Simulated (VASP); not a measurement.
A run of VASP 6.6.1 is set up as follows.

File INCAR:

```
SYSTEM = Sn4O7
PREC = Accurate
ENCUT = 520
EDIFF = 1E-6
ISMEAR = 0
SIGMA = 0.05
LREAL = .FALSE.
LASPH = .TRUE.
NELM = 60
ALGO = Normal
ISIF = 2
LWAVE = .FALSE.
LCHARG = .FALSE.
GGA = PE
IVDW = 12
NELECT = 96.0
NBANDS = 60
KPAR = 4
```

KPOINTS

```
regular mesh
0
G
  6 6 6
  0 0 0
```

The input POSCAR:

```
Sn4O7
1.0
    3.2375465924      1.8691983966      4.2928880043
   -3.2375465924      1.8691983966      4.2928880043
    0.0000000000     -3.7383967932      4.2928880043
Sn O
4 7
Direct
    0.8647861010      0.8647861010      0.8647861010
    0.3647882246      0.3647882246      0.8647861258
    0.3647882246      0.8647861258      0.3647882246
    0.8647861258      0.3647882246      0.3647882246
    0.6211712003      0.1211725069      0.6211712003
    0.6211712003      0.6211712003      0.1211725069
    0.6084038764      0.6084038764      0.6084038764
    0.1211729409      0.1211729409      0.1211729409
    0.0750869619      0.0501179807      0.5750898501
    0.1084008301      0.6084039388      0.1084008301
    0.6084039388      0.1084008301      0.1084008301
```

Potentials or basis: VASP PAW PBE potentials, release 64 (Sn_d, O).

Launch:

```bash
$ cat potpaw_PBE.64/Sn_d/POTCAR potpaw_PBE.64/O/POTCAR > POTCAR
$ mpirun -np 4 vasp_std > vasp.out
```

(1) Estimate the dispersion energy per atom.

(2) Estimate the largest force.

Results:

(1) -0.200 eV.

(2) 5.813 eV/Å.

Caveat: the cell carries a net charge on a neutralising background, which shifts energy and pressure; the cell differs from its parent crystal (atoms taken out, atom 9 moved 0.167 of the way to it and -0.300 Å across, host rigid).
